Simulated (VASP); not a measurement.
Input of a VASP 6.6.1 run:

Contents of INCAR:

```
ALGO = Fast
EDIFF = 1E-6
ENCUT = 520
GGA = PE
ISIF = 2
ISMEAR = -1
LASPH = T
LCHARG = F
LREAL = F
LWAVE = F
NBANDS = 13
NELM = 80
PREC = Accurate
SIGMA = 0.04
```

File KPOINTS:

```
k-points
0
Gamma
  4 4 4
```

Contents of POSCAR:

```
Pb
1.0
    0.0000000000      2.4750200000      2.4750200000
    2.4750200000      0.0000000000      2.4750200000
    2.4750200000      2.4750200000      0.0000000000
Pb
1
Direct
    0.0000000000      0.0000000000      0.0000000000
```

Potentials or basis: VASP PAW PBE potentials, release 64 (Pb_d).

Run with:

```bash
$ cat potpaw_PBE.64/Pb_d/POTCAR > POTCAR
$ mpirun -np 1 vasp_std > vasp.out
```

Task: Predict the pressure.

Result: 1.8 GPa.

Task: Estimate the band gap on the k mesh.

Result: Zero (band 7 reaches 14.68 eV, above the bottom of band 8 at 5.90 eV).

Caveat: the k points lie up to 0.55 Å⁻¹ apart; spin-orbit coupling is left out, which moves the levels of the heavy elements.
